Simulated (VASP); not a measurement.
**Mo: single point with r2SCAN**

Mo:

```
Mo
1.0
     2.69448    0.00000    0.00000
    -1.34724    2.33349    0.00000
     0.00000    0.00000    2.51685
Mo
1
Direct
  0.00000 0.00000 0.50000
```

This cell differs from its parent crystal: strain -0.015 along x and y, -0.015 along z.

```yaml
Program: VASP 6.6.1
Task: single point
Functional: r2SCAN
Potentials_or_basis: VASP PAW PBE potentials, release 64 (Mo_sv)
Cutoff: 520 eV
k_mesh: 18 × 18 × 18
Occupations: gaussian, width 0.15 eV
Spin: no spin polarisation
Dipole_correction: no
Further_INCAR_settings: ALGO = Normal; EDIFF = 1e-06; NBANDS = 13
```

```
Pressure               : 12.9 GPa
Band gap on the k mesh : zero (bands 7 and 8 overlap by 2.14 eV)
```

Stress tensor (GPa, compression positive):
```
14.77  0.00  0.00
 0.00 14.77  0.00
 0.00  0.00  9.05
```

Levels at points of the mesh, in eV from the Fermi level:
```tsv
k point	band 4	band 5	band 6	band 7	band 8	band 9	band 10	band 11
(0.00, 0.00, 0.00)	-35.34	-7.33	-4.96	-1.03	-1.03	4.65	4.65	13.54
(0.50, 0.00, 0.00)	-35.15	-5.50	-3.53	1.10	1.19	3.91	4.86	11.25
(0.00, 0.00, 0.50)	-35.22	-4.04	-0.12	-0.12	-0.08	1.01	1.01	11.15
(0.50, 0.00, 0.50)	-35.58	-5.93	-3.81	-0.41	5.24	6.52	6.82	8.03
```

It took 99 s on 1 thread of Intel(R) Xeon(R) 6975P-C (Granite Rapids), with other jobs on the host, peak memory 0.19 GiB.

Caveat: the cell differs from its parent crystal (strain -0.015 along x and y, -0.015 along z); the stress differs along the axes, from 9 to 15 GPa; the PAW data sets were made with another functional, which shifts forces and pressure a little.
